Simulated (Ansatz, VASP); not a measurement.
# Zn: VASP beside Ansatz

```xyz
1
Lattice="2.5421 0.0000 0.0000 0.0000 2.5421 0.0000 0.0000 0.0000 2.5421" Properties=species:S:1:pos:R:3 pbc="T T T"
Zn    0.0000    0.0000    0.0000
```

Alike in both runs: task relaxation of cell and atoms; functional BLYP; k mesh 12 × 12 × 12; occupations fermi-dirac, width 0.1 eV; no spin polarisation.

|  | VASP | Ansatz |
| --- | --- | --- |
| version | VASP 6.6.1 | Ansatz 0.2.0 |
| potentials or method | VASP PAW PBE potentials, release 64 (Zn), cutoff 600 eV | plane waves (420 eV) with PAW, scalar-relativistic |
| valence electrons in the cell | 12 | 12 |

```tsv
	VASP	Ansatz	Ansatz less VASP
relaxed volume (Å³/atom)	20.43	20.29	-0.138
relaxed cell length with the largest relative difference (Å)	2.734	2.728	-0.0062
```

VASP's potentials were made for PBE, not for BLYP.

Noted on VASP's run: the volume moved by over 15 % at a fixed basis, so the end points are rough.
